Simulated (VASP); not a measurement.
The system is Zr.

```
Zr
1.0
     0.00000    2.25500    2.25500
     2.25500    0.00000    2.25500
     2.25500    2.25500    0.00000
Zr
1
Direct
  0.00000 0.00000 0.00000
```

Base run:

* Program: VASP 6.6.1
* Functional: PBE
* Potentials or basis: VASP PAW PBE potentials, release 64 (Zr_sv)
* Cutoff: 520 eV
* k mesh: 13 × 13 × 13
* Occupations: fermi-dirac, width 0.05 eV
* Spin: no spin polarisation

Its results: band gap on the k mesh zero (band 6 reaches 10.04 eV, above the bottom of band 7 at 8.48 eV); pressure 1.2 GPa.

Problem. The run is repeated on the same cell with these changes: functional from PBE to PBEsol. What comes out?

Solution. Band gap on the k mesh zero (band 6 reaches 9.90 eV, above the bottom of band 7 at 8.35 eV); pressure -2.6 GPa.

PBEsol binds more tightly than PBE, so the same cell stands under less pressure.

Caveats: the PAW data sets were made with another functional, which shifts forces and pressure a little (some runs).
